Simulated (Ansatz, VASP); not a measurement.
Two plane-wave programs on AlNi

```xyz
2
Lattice="2.0213 -2.0213 0.0000 2.0213 2.0213 0.0000 0.0000 0.0000 2.8694" Properties=species:S:1:pos:R:3 pbc="T T T"
Al   -0.0707   -0.0707    0.0000
Ni    2.0538    0.0325    1.4347
```

Change from the starting cell: mode 4 (302.2 1/cm) frozen in, largest displacement -0.100 Å.

Alike in both runs: task single point; functional PBEsol; k mesh 20 × 20 × 20; occupations gaussian, width 0.15 eV; no spin polarisation.

```csv
,VASP,Ansatz
version,VASP 6.6.1,Ansatz 0.2.0
potentials or method,"VASP PAW PBE potentials, release 64 (Al, Ni), cutoff 520 eV","scalar-relativistic, plane waves, PAW"
valence electrons in the cell,13,21
```

|  | VASP | Ansatz | Ansatz less VASP |
| --- | --- | --- | --- |
| gap on the k mesh at the Fermi level (eV) | none | none | - |
| pressure (GPa) | 1.8 | 1.5 | -0.28 |
| traceless stress, the component that is largest in VASP (GPa) | -0.59 | -0.58 | +0.008 |
| rms of the force components (eV/Å) | 0.526 | 0.523 | -0.0031 |

VASP's potentials were made for PBE, not for PBEsol. Atom by atom the forces differ by 0.003 eV/Å (rms over components). A gap of «none» marks a metal or a gap that the smearing closes. With one functional, cell and mesh, what is left measures potentials, basis and numerics. VASP's potentials hold 13 valence electrons a cell and Ansatz's 21, so a difference there can come from the potentials and not from the codes. Ansatz's warnings: near symmetry operations not taken.
